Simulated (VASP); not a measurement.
# InSe (P6_3/mmc) in VASP: notebook

The runs below take InSe through single point, with PBE+D3(BJ).

Program: VASP 6.6.1. These are calculated values, not measurements. Logs are shortened: lines on timing, memory, paths and dates and some standing lists are left out, and cuts for length are marked.

### 1 The cell of the first run

The structure is hexagonal, space group P6_3/mmc (No. 194). Conventional cell: a = 4.032 Å, b = 4.032 Å, c = 16.762 Å, α = 90.00°, β = 90.00°, γ = 120.00°. In (site symmetry 3m) has 3 Se at 2.66 Å and 1 In at 2.79 Å within 3.5 Å. Within 3.5 Å of Se (site symmetry 3m) lie 3 In at 2.66 Å.

### 2 Single point, PBE+D3(BJ)

Input file INCAR:

```
ALGO = Normal ; EDIFF = 1E-6
ENCUT = 520 ; GGA = PE
ISIF = 2 ; ISMEAR = 0
IVDW = 12 ; LASPH = True
LCHARG = False ; LREAL = False
LWAVE = False ; NBANDS = 48
NELM = 80 ; PREC = Accurate
SIGMA = 0.02
```

Input file KPOINTS:

```
k-points
0
Gamma
  12 12 2
```

Input file POSCAR:

```
InSe
1.0
    4.0317714919      0.0000000000      0.0000000000
   -2.0158857459      3.4916165342      0.0000000000
    0.0000000000      0.0000000000     16.7623715586
In Se
4 4
Direct
    0.3333333333      0.6666666667      0.1666581951
    0.6666666667      0.3333333333      0.6666581951
    0.3333333333      0.6666666667      0.3333418049
    0.6666666667      0.3333333333      0.8333418049
    0.3333333333      0.6666666667      0.5898711339
    0.6666666667      0.3333333333      0.0898711339
    0.3333333333      0.6666666667      0.9101288661
    0.6666666667      0.3333333333      0.4101288661
```

Potentials or basis: VASP PAW PBE potentials, release 64 (In_d, Se).

Command:

```console
$ cat potpaw_PBE.64/In_d/POTCAR potpaw_PBE.64/Se/POTCAR > POTCAR
$ mpirun -np 1 vasp_std > vasp.out
```

OUTCAR:

```text
EDIFF = 1E-6
   ENCUT = 520
   GGA = PE
   ISIF = 2
   ISMEAR = 0
   IVDW = 12
   LASPH = True
   LREAL = False
   NELM = 80
   PREC = Accurate
 IVDW          = 12

 ion  position               nearest neighbor table
   1  0.333  0.667  0.167-   6 2.66   6 2.66   6 2.66   3 2.79
   2  0.667  0.333  0.667-   5 2.66   5 2.66   5 2.66   4 2.79
   3  0.333  0.667  0.333-   8 2.66   8 2.66   8 2.66   1 2.79
   4  0.667  0.333  0.833-   7 2.66   7 2.66   7 2.66   2 2.79
   5  0.333  0.667  0.590-   2 2.66   2 2.66   2 2.66
   6  0.667  0.333  0.090-   1 2.66   1 2.66   1 2.66
   7  0.333  0.667  0.910-   4 2.66   4 2.66   4 2.66
   8  0.667  0.333  0.410-   3 2.66   3 2.66   3 2.66

  LATTYP: Found a hexagonal cell.
 ALAT       =     4.0317714919
 C/A-ratio  =     4.1575698405

  Lattice vectors:

 A1 = (   4.0317714919,   0.0000000000,   0.0000000000)
 A2 = (  -2.0158857459,   3.4916165342,   0.0000000000)
 A3 = (   0.0000000000,   0.0000000000,  16.7623715586)

Analysis of symmetry for initial positions (statically):
=====================================================================
 Subroutine PRICEL returns:
 Original cell was already a primitive cell.

 Routine SETGRP: Setting up the symmetry group for a
 hexagonal supercell.

 Subroutine GETGRP returns: Found 24 space group operations
 (whereof 12 operations were pure point group operations)
 out of a pool of 24 trial point group operations.

The static configuration has the point symmetry D_3d.
 The point group associated with its full space group is D_6h.

Analysis of symmetry for dynamics (positions and initial velocities):
=====================================================================
 Subroutine PRICEL returns:
 Original cell was already a primitive cell.

 Routine SETGRP: Setting up the symmetry group for a
 hexagonal supercell.

 Subroutine GETGRP returns: Found 24 space group operations
 (whereof 12 operations were pure point group operations)
 out of a pool of 24 trial point group operations.

The dynamic configuration has the point symmetry D_3d.
 The point group associated with its full space group is D_6h.

 Subroutine INISYM returns: Found 24 space group operations
 (whereof 12 operations are pure point group operations),
 and found     1 'primitive' translations

----------------------------------------------------------------------------------------

                                     Primitive cell

  volume of cell :     235.9706

  direct lattice vectors                    reciprocal lattice vectors
     4.031771492  0.000000000  0.000000000     0.248029930  0.143200147  0.000000000
    -2.015885746  3.491616534  0.000000000     0.000000000  0.286400293  0.000000000
     0.000000000  0.000000000 16.762371559     0.000000000  0.000000000  0.059657430

  length of vectors
     4.031771492  4.031771492 16.762371559     0.286400293  0.286400293  0.059657430

  position of ions in fractional coordinates (direct lattice)
     0.333333333  0.666666667  0.166658195
     0.666666667  0.333333333  0.666658195
     0.333333333  0.666666667  0.333341805
     0.666666667  0.333333333  0.833341805
     0.333333333  0.666666667  0.589871134
     0.666666667  0.333333333  0.089871134
     0.333333333  0.666666667  0.910128866
     0.666666667  0.333333333  0.410128866

  ion indices of the primitive-cell ions
   primitive index   ion index
                 1           1
                 2           2
                 3           3
                 4           4
                 5           5
                 6           6
                 7           7
                 8           8

----------------------------------------------------------------------------------------

 KPOINTS: k-points

Automatic generation of k-mesh.
 Grid dimensions read from file:
 generate k-points for:   12   12    2

 Generating k-lattice:

  Cartesian coordinates                     Fractional coordinates (reciprocal lattice)
     0.020669161  0.011933346  0.000000000     0.083333333  0.000000000  0.000000000
     0.000000000  0.023866691  0.000000000     0.000000000  0.083333333  0.000000000
     0.000000000  0.000000000  0.029828715     0.000000000  0.000000000  0.500000000

  Length of vectors
     0.023866691  0.023866691  0.029828715

  Shift w.r.t. Gamma in fractional coordinates (k-lattice)
     0.000000000  0.000000000  0.000000000

 Subroutine IBZKPT returns following result:
 ===========================================

 Found     38 irreducible k-points:

 Following reciprocal coordinates:
            Coordinates               Weight
  0.000000  0.000000  0.000000      1.000000
  0.083333  0.000000  0.000000      6.000000
  0.166667  0.000000  0.000000      6.000000
  0.250000 -0.000000  0.000000      6.000000
  0.333333  0.000000  0.000000      6.000000
  0.416667 -0.000000  0.000000      6.000000
[... 16 lines left out ...]
  0.250000 -0.000000  0.500000      6.000000
[... 31 lines left out ...]
   NELECT =      76.0000    total number of electrons
   NUPDOWN=      -1.0000    fix difference up-down
   EMIN   =  10.00;   EMAX   =-10.00  energy-range for DOS
   EFERMI =   0.00;   METHOD = LEGACY
   ISMEAR =     0;   SIGMA  =   0.02  broadening in eV -4-tet -1-fermi 0-gaus
   EFERMI_NEDOS =   21; number of points for ismear=-14 and -15
   IALGO  =     38    algorithm
   IMIX   =      4    mixing-type and parameters
     AMIX     =   0.40;   BMIX     =  1.00
     AMIX_MAG =   1.60;   BMIX_MAG =  1.00
  volume/ion in A,a.u.               =      29.50       199.05
  Fermi-wavevector in a.u.,A,eV,Ry     =   1.122174  2.120601 17.133458  1.259274
  Thomas-Fermi vector in A             =   2.258832
   LORBIT       =      0    0 simple, 1 ext, 2 COOP (PROOUT), +10 PAW based schemes
   GGA     = PE    functional components
   LHFCALC =     F    Hartree Fock is set to
   AEXX    =    0.0000 exact exchange contribution
   IVDW    =    12    specifies the selected vdW correction
   LEPSILON=     F    determine dielectric tensor
   LRPA    =     F    only Hartree local field effects (RPA)
 non-spin polarized calculation
 Gauss-broadening in eV      SIGMA  =   0.02
  energy-cutoff  :      520.00
  volume of cell :      235.97
 maximum number of plane-waves:      6404
 NGX is ok and might be reduce to    30
   NGX = 15   NGY = 15   NGZ = 63

 number of electron      76.0000013 magnetization

 Free energy of the ion-electron system (eV)
  ---------------------------------------------------
  ext. energy  EPLUGINS =         0.00000000
  ---------------------------------------------------
  free energy    TOTEN  =       -28.32078032 eV

  energy without entropy =      -28.32078032  energy(sigma->0) =      -28.32078032

 E-fermi :   4.1165     XC(G=0):  -8.8748

 val. band max:        4.0144686527   @ k =   0.0000   0.0000   0.0000
 cond. band min:       4.3702279045   @ k =   0.0000   0.0000   0.0000
 fundamental gap:      0.3557592518
 Fermi energy:         4.1164620931

 k-point     1 :       0.0000    0.0000    0.0000
  band No.  band energies     occupation
      1     -10.7719      2.00000
      2     -10.7711      2.00000
      3     -10.5869      2.00000
      4     -10.5869      2.00000
      5     -10.5865      2.00000
      6     -10.5865      2.00000
[... 40 lines left out ...]
     47       9.1001      0.00000
     48       9.4055      0.00000

 k-point     2 :       0.0833    0.0000    0.0000
  band No.  band energies     occupation
      1     -10.7714      2.00000
      2     -10.7706      2.00000
      3     -10.6126      2.00000
      4     -10.6091      2.00000
      5     -10.5859      2.00000
      6     -10.5854      2.00000
[... 40 lines left out ...]
     47       8.9841      0.00000
     48       9.2425      0.00000

 k-point     3 :       0.1667    0.0000    0.0000
  band No.  band energies     occupation
      1     -10.7739      2.00000
      2     -10.7736      2.00000
      3     -10.6688      2.00000
      4     -10.6594      2.00000
      5     -10.6016      2.00000
      6     -10.5912      2.00000
[... 1060 lines left out ...]
     47       8.5644      0.00000
     48       8.5644      0.00000

 k-point    24 :       0.3333    0.0000    0.5000
  band No.  band energies     occupation
      1     -10.8382      2.00000
      2     -10.8382      2.00000
      3     -10.7299      2.00000
      4     -10.7299      2.00000
      5     -10.7134      2.00000
      6     -10.7134      2.00000
[... 40 lines left out ...]
     47       8.5451      0.00000
     48       8.5451      0.00000

 [... further k-points ...]

------------------------ aborting loop because EDIFF is reached ----------------------------------------

 Edisp (eV)   -2.37451

 E8    (eV) :    -1.0880

  FORCE on cell =-STRESS in cart. coord.  units (eV):
  Direction    XX          YY          ZZ          XY          YZ          ZX
  --------------------------------------------------------------------------------------
  -------------------------------------------------------------------------------------
  Total       0.06364     0.06364     0.04712     0.00000     0.00000     0.00000
  in kB       0.43210     0.43210     0.31994     0.00000     0.00000     0.00000
  external pressure =        0.39 kB  Pullay stress =        0.00 kB

 VOLUME and BASIS-vectors are now :
 -----------------------------------------------------------------------------
  energy-cutoff  :      520.00
  volume of cell :      235.97
      direct lattice vectors                 reciprocal lattice vectors
     4.031771492  0.000000000  0.000000000     0.248029930  0.143200147  0.000000000
    -2.015885746  3.491616534  0.000000000     0.000000000  0.286400293  0.000000000
     0.000000000  0.000000000 16.762371559     0.000000000  0.000000000  0.059657430

 POSITION                                       TOTAL-FORCE (eV/Angst)
 -----------------------------------------------------------------------------------
     -0.00000      2.32774      2.79359        -0.000000      0.000000      0.015798
      2.01589      1.16387     11.17477         0.000000     -0.000000      0.015798
     -0.00000      2.32774      5.58760        -0.000000      0.000000     -0.015798
      2.01589      1.16387     13.96878         0.000000     -0.000000     -0.015798
     -0.00000      2.32774      9.88764         0.000000      0.000000     -0.013005
      2.01589      1.16387      1.50645        -0.000000     -0.000000     -0.013005
     -0.00000      2.32774     15.25592        -0.000000      0.000000      0.013005
      2.01589      1.16387      6.87473         0.000000     -0.000000      0.013005
 -----------------------------------------------------------------------------------
    total drift:                               -0.000000      0.000000      0.000000

  FREE ENERGIE OF THE ION-ELECTRON SYSTEM (eV)
  ---------------------------------------------------
  free  energy   TOTEN  =       -30.6952854352 eV

  energy  without entropy=      -30.6952854352  energy(sigma->0) =      -30.69528544
```

Wall time 4.2 min (1 thread of AMD EPYC 9R45 (Zen 5), shared host); peak memory 0.51 GiB.

What came out:

```yaml
Free_energy: -30.6953 eV
Pressure: 0.0 GPa
Largest_force: 0.016 eV/Å
Band_gap_on_the_k_mesh: 0.36 eV
Dispersion_energy_per_atom: -0.297 eV
```

Forces in eV/Å, atoms in the order of the input:
```
In   0.000  0.000  0.016
In   0.000  0.000  0.016
In   0.000  0.000 -0.016
In   0.000  0.000 -0.016
Se   0.000  0.000 -0.013
Se   0.000  0.000 -0.013
Se   0.000  0.000  0.013
Se   0.000  0.000  0.013
```

Levels at points of the mesh, in eV from the valence-band top:
```tsv
k point	band 34	band 35	band 36	band 37	band 38	band 39	band 40	band 41	band 42	band 43
(0.00, 0.00, 0.00)	-1.17	-1.17	-1.10	-1.10	0.00	0.36	1.73	2.12	2.12	4.19
(0.50, 0.00, 0.00)	-2.17	-2.08	-2.07	-1.97	-1.35	1.11	1.21	1.93	1.94	3.33
(0.00, 0.00, 0.50)	-1.13	-1.13	-1.13	-0.92	-0.92	1.22	1.22	2.13	2.13	4.26
(0.50, 0.00, 0.50)	-2.29	-2.05	-2.05	-1.71	-1.71	1.46	1.46	1.58	1.58	3.54
```

Caveat: spin-orbit coupling is left out, which moves the levels of the heavy elements.

### 3 Single point, PBE+D3(BJ) (30.38 Å³/atom)

This run uses another cell than the first one, of 30.38 Å³/atom.

Input file INCAR:

```
SYSTEM = InSe
PREC = Accurate ; ENCUT = 520
EDIFF = 1E-6 ; ISMEAR = 0
SIGMA = 0.02 ; LREAL = .FALSE.
LASPH = .TRUE. ; NELM = 100
ALGO = Normal ; ISIF = 2
LWAVE = .FALSE. ; LCHARG = .TRUE.
GGA = PE ; IVDW = 12
LELF = .TRUE. ; LVHAR = .TRUE.
NBANDS = 48
```

Input file KPOINTS:

```
Automatic mesh
0
G
  12 12 2
  0 0 0
```

Input file POSCAR:

```
InSe
1.0
    4.0605428577      0.0000000000      0.0000000000
   -2.0302714289      3.5165332680      0.0000000000
    0.0000000000      0.0000000000     17.0214404523
In Se
4 4
Direct
    0.3333333333      0.6666666667      0.1675954858
    0.6666666667      0.3333333333      0.6675954858
    0.3333333333      0.6666666667      0.3324045142
    0.6666666667      0.3333333333      0.8324045142
    0.3333333333      0.6666666667      0.5924915567
    0.6666666667      0.3333333333      0.0924915567
    0.3333333333      0.6666666667      0.9075084433
    0.6666666667      0.3333333333      0.4075084433
```

Potentials or basis: VASP PAW PBE potentials, release 64 (In_d, Se).

Command:

```console
$ cat potpaw_PBE.64/In_d/POTCAR potpaw_PBE.64/Se/POTCAR > POTCAR
$ mpirun -np 1 vasp_std > vasp.out
```

Wall time 4.3 min (1 thread of AMD EPYC 9R45 (Zen 5), shared host); peak memory 0.51 GiB.

It converged, with:

```yaml
Free_energy: -30.6815 eV
Pressure: -0.7 GPa
Largest_force: 0.009 eV/Å
Band_gap_on_the_k_mesh: 0.34 eV
Dispersion_energy_per_atom: -0.287 eV
```

Forces on the atoms (eV/Å):
```
In   0.000  0.000  0.008
In   0.000  0.000  0.008
In   0.000  0.000 -0.008
In   0.000  0.000 -0.008
Se   0.000  0.000 -0.009
Se   0.000  0.000 -0.009
Se   0.000  0.000  0.009
Se   0.000  0.000  0.009
```

Stress tensor (GPa, compression positive):
```
-0.69  0.00  0.00
 0.00 -0.69  0.00
 0.00  0.00 -0.58
```

Levels at points of the mesh, in eV from the valence-band top:
```csv
k point,band 36,band 37,band 38,band 39,band 40,band 41
"(0.00, 0.00, 0.00)",-1.11,-1.11,0.00,0.34,1.58,2.06
"(0.50, 0.00, 0.00)",-1.98,-1.95,-1.33,1.17,1.28,1.89
"(0.00, 0.00, 0.50)",-1.14,-0.86,-0.86,1.13,1.13,2.07
"(0.50, 0.00, 0.50)",-2.04,-1.64,-1.64,1.49,1.49,1.60
```

Caveat: spin-orbit coupling is left out, which moves the levels of the heavy elements.

### 4 Single point, PBE+D3(BJ)

Input file INCAR:

```
SYSTEM = InSe
PREC = Accurate ; ENCUT = 520
EDIFF = 1E-7 ; ISMEAR = 0
SIGMA = 0.03 ; LREAL = .FALSE.
LASPH = .TRUE. ; NELM = 60
ALGO = Normal ; ISIF = 2
LWAVE = .FALSE. ; LCHARG = .FALSE.
GGA = PE ; IVDW = 12
NBANDS = 48
```

Input file KPOINTS:

```
Automatic mesh
0
G
  9 9 2
  0 0 0
```

Input file POSCAR:

```
InSe
1.0
   -4.0317714842      0.0000000000      0.0000000000
   -2.0158857421     -3.4916165276      0.0000000000
    0.0000000000      0.0000000000     16.7623716544
In Se
4 4
Direct
    0.3333333333      0.3333333333      0.1666581945
    0.6666666667      0.6666666667      0.6666581945
    0.3333333333      0.3333333333      0.3333418055
    0.6666666667      0.6666666667      0.8333418055
    0.3333333333      0.3333333333      0.5898711336
    0.6666666667      0.6666666667      0.0898711336
    0.3333333333      0.3333333333      0.9101288664
    0.6666666667      0.6666666667      0.4101288664
```

Command:

```console
$ cat potpaw_PBE.64/In_d/POTCAR potpaw_PBE.64/Se/POTCAR > POTCAR
$ mpirun -np 1 vasp_std > vasp.out
```

It took 10 min on 1 thread of Intel Xeon 8259CL, shared host; peak memory 0.46 GiB.

The run converged. Its results:

```
Free energy                : -30.6948 eV
Pressure                   : 0.0 GPa
Largest force              : 0.016 eV/Å
Band gap on the k mesh     : 0.36 eV
Dispersion energy per atom : -0.297 eV
```

Forces on the atoms (eV/Å):
```
In   0.000  0.000  0.016
In   0.000  0.000  0.016
In   0.000  0.000 -0.016
In   0.000  0.000 -0.016
Se   0.000  0.000 -0.013
Se   0.000  0.000 -0.013
Se   0.000  0.000  0.013
Se   0.000  0.000  0.013
```

Levels at points of the mesh, in eV from the valence-band top:
```
           k point  band 34  band 35  band 36  band 37  band 38  band 39  band 40  band 41  band 42  band 43
(0.00, 0.00, 0.00)    -1.17    -1.17    -1.10    -1.10     0.00     0.36     1.73     2.12     2.12     4.19
(0.00, 0.00, 0.50)    -1.13    -1.13    -1.13    -0.92    -0.92     1.22     1.22     2.13     2.13     4.26
```

Caveat: spin-orbit coupling is left out, which moves the levels of the heavy elements.

### 5 Single point, PBE+D3(BJ)

Input file INCAR:

```
SYSTEM = InSe
PREC = Accurate
ENCUT = 520
EDIFF = 1E-6
ISMEAR = 0
SIGMA = 0.03
LREAL = .False.
LASPH = .True.
NELM = 60
ALGO = Normal
ISIF = 2
LWAVE = .False.
LCHARG = .False.
GGA = PE
IVDW = 12
NBANDS = 48
```

Input file KPOINTS:

```
Automatic mesh
0
Gamma
  12 12 2
  0 0 0
```

Input file POSCAR:

```
InSe
1.0
    4.0317714860      0.0000000000      0.0000000000
   -2.0158857430      3.4916165292      0.0000000000
    0.0000000000      0.0000000000     16.7623717135
In Se
4 4
Direct
    0.3333333333      0.6666666667      0.1666581949
    0.6666666667      0.3333333333      0.6666581949
    0.3333333333      0.6666666667      0.3333418051
    0.6666666667      0.3333333333      0.8333418051
    0.3333333333      0.6666666667      0.5898711344
    0.6666666667      0.3333333333      0.0898711344
    0.3333333333      0.6666666667      0.9101288656
    0.6666666667      0.3333333333      0.4101288656
```

Command:

```console
$ cat potpaw_PBE.64/In_d/POTCAR potpaw_PBE.64/Se/POTCAR > POTCAR
$ mpirun -np 1 vasp_std > vasp.out
```

Run time: 13 min. Hardware: 1 thread of Oxide Virtual Turin-like, shared host; peak memory 0.5 GiB.

It converged, with:

```yaml
Free_energy: -30.6953 eV
Pressure: 0.0 GPa
Largest_force: 0.016 eV/Å
Band_gap_on_the_k_mesh: 0.36 eV
Dispersion_energy_per_atom: -0.297 eV
```

Forces on the atoms (eV/Å):
```
In   0.000  0.000  0.016
In   0.000  0.000  0.016
In   0.000  0.000 -0.016
In   0.000  0.000 -0.016
Se   0.000  0.000 -0.013
Se   0.000  0.000 -0.013
Se   0.000  0.000  0.013
Se   0.000  0.000  0.013
```

Levels at points of the mesh, in eV from the valence-band top:
| k point | band 36 | band 37 | band 38 | band 39 | band 40 | band 41 |
| --- | --- | --- | --- | --- | --- | --- |
| (0.00, 0.00, 0.00) | -1.10 | -1.10 | 0.00 | 0.36 | 1.73 | 2.12 |
| (0.50, 0.00, 0.00) | -2.07 | -1.97 | -1.35 | 1.11 | 1.21 | 1.93 |
| (0.00, 0.00, 0.50) | -1.13 | -0.92 | -0.92 | 1.22 | 1.22 | 2.13 |
| (0.50, 0.00, 0.50) | -2.05 | -1.71 | -1.71 | 1.46 | 1.46 | 1.58 |

Caveat: spin-orbit coupling is left out, which moves the levels of the heavy elements.

### 6 The runs side by side

| cell | k mesh | smearing | gap on the mesh (eV) | pressure (GPa) | largest force (eV/Å) |
| --- | --- | --- | --- | --- | --- |
| a = 4.032, b = 4.032, c = 16.762 Å, angles 90.0, 90.0, 120.0°, 8 atoms, atomic positions A | 12 × 12 × 2 | gaussian 0.02 eV | 0.36 | 0.0 | 0.02 |
| a = 4.061, b = 4.061, c = 17.021 Å, angles 90.0, 90.0, 120.0°, 8 atoms, atomic positions B | 12 × 12 × 2 | gaussian 0.02 eV | 0.34 | -0.7 | 0.01 |
| a = 4.032, b = 4.032, c = 16.762 Å, angles 90.0, 90.0, 60.0°, 8 atoms, atomic positions A | 9 × 9 × 2 | gaussian 0.03 eV | 0.36 | 0.0 | 0.02 |
| a = 4.032, b = 4.032, c = 16.762 Å, angles 90.0, 90.0, 120.0°, 8 atoms, atomic positions A | 12 × 12 × 2 | gaussian 0.03 eV | 0.36 | 0.0 | 0.02 |

Alike in all rows: task single point; level PBE+D3(BJ); potentials or basis VASP PAW PBE potentials, release 64 (In_d, Se); no spin polarisation; cutoff (eV) 520.

Caveats: spin-orbit coupling is left out, which moves the levels of the heavy elements.

Absolute energies hang on the potentials; compare differences alone.
